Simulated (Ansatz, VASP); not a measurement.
# Bi: VASP beside Ansatz

INCAR

```
  ALGO = Fast
  EDIFF = 1E-6
  EDIFFG = -0.01
  ENCUT = 600
  GGA = PS
  IBRION = 2
  ISIF = 3
  ISMEAR = 0
  LASPH = T
  LCHARG = F
  LREAL = F
  LWAVE = F
  NELM = 60
  NSW = 100
  PREC = Accurate
  SIGMA = 0.1
```

The input KPOINTS:

```
k-points
0
Gamma
  14 14 14
```

POSCAR

```
Bi
1.0
    0.0000000000      3.5631305240      3.5631305240
    3.5631305240      0.0000000000      3.5631305240
    3.5631305240      3.5631305240      0.0000000000
Bi
2
Direct
    0.0000000000      0.0000000000      0.0000000000
    0.2500000000      0.2500000000      0.2500000000
```

Input for Ansatz:

```yaml
crystal:
  lattice:
    - [0.0, 3.563130524, 3.563130524]
    - [3.563130524, 0.0, 3.563130524]
    - [3.563130524, 3.563130524, 0.0]
  atoms:
    - { symbol: Bi, position: [0.0, 0.0, 0.0] }
    - { symbol: Bi, position: [0.25, 0.25, 0.25] }
basis:
  ecutwfc: 420
kpoints:
  mp_grid: { grid: [14, 14, 14] }
hamiltonian:
  xc: pbesol
scf:
  occupations: { method: gaussian, width: 0.1 }
output:
  forces: true
  stress: true
  eigenvalues: true
relax:
  adjacent_minimum: "off"
  f_tol: 0.01
  max_steps: 80
  cell: { stress_tol: 0.05 }
```

Alike in both runs: task relaxation of cell and atoms; functional PBEsol; k mesh 14 × 14 × 14; occupations gaussian, width 0.1 eV; no spin polarisation.

```csv
,VASP,Ansatz
version,VASP 6.6.1,Ansatz 0.2.0
potentials or method,"VASP PAW PBE potentials, release 64 (Bi_d), cutoff 600 eV","scalar-relativistic, plane waves, PAW"
valence electrons in the cell,30,30
```

```csv
,VASP,Ansatz,Ansatz less VASP
"gap on the k mesh at the Fermi level, each at its own relaxed structure (eV)",none,none,-
relaxed volume (Å³/atom),45.93,45.98,+0.054
relaxed cell length with the largest relative difference (Å),5.065,5.067,+0.0020
```

VASP's potentials were made for PBE, not for PBEsol. A gap of «none» marks a metal or a gap that the smearing closes.

Spin-orbit coupling is off throughout.
